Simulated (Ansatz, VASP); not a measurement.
## HfO2 in VASP and in Ansatz

```xyz
3
Lattice="0.0694 2.6065 2.6065 2.6065 0.0694 2.6065 2.6065 2.6065 0.0694" Properties=species:S:1:pos:R:3 pbc="T T T"
Hf    0.0000    0.0000    0.0000
O     1.3206    1.3206    1.3206
O     3.9618    3.9618    3.9618
```

Alike in both runs: task single point; functional PBE; k mesh 8 × 8 × 8; occupations gaussian, width 0.05 eV; no spin polarisation.

|  | VASP | Ansatz |
| --- | --- | --- |
| version | VASP 6.6.1 | Ansatz 0.2.0 |
| potentials or method | VASP PAW PBE potentials, release 64 (Hf_pv, O), cutoff 520 eV | scalar-relativistic, plane waves, PAW |
| valence electrons in the cell | 22 | 38 |

Ansatz gave:

| Property | Result |
| --- | --- |
| gap on the k mesh at the Fermi level (eV) | 3.70 |
| least direct gap on the mesh (eV) | 3.70 |
| pressure (GPa) | -5.7 |
| traceless stress, the component that is largest in VASP (GPa) | -1.74 |
| rms of the force components (eV/Å) | 0.096 |

Problem. Which values does VASP return?

Solution. gap on the k mesh at the Fermi level (eV): 3.70; least direct gap on the mesh (eV): 3.70; pressure (GPa): -9.1; traceless stress, the component that is largest in VASP (GPa): -1.62; rms of the force components (eV/Å): 0.082.

Atom by atom the forces differ by 0.013 eV/Å (rms over components). VASP's potentials hold 22 valence electrons a cell and Ansatz's 38, so a difference there can come from the potentials and not from the codes.

Spin-orbit coupling is off throughout.
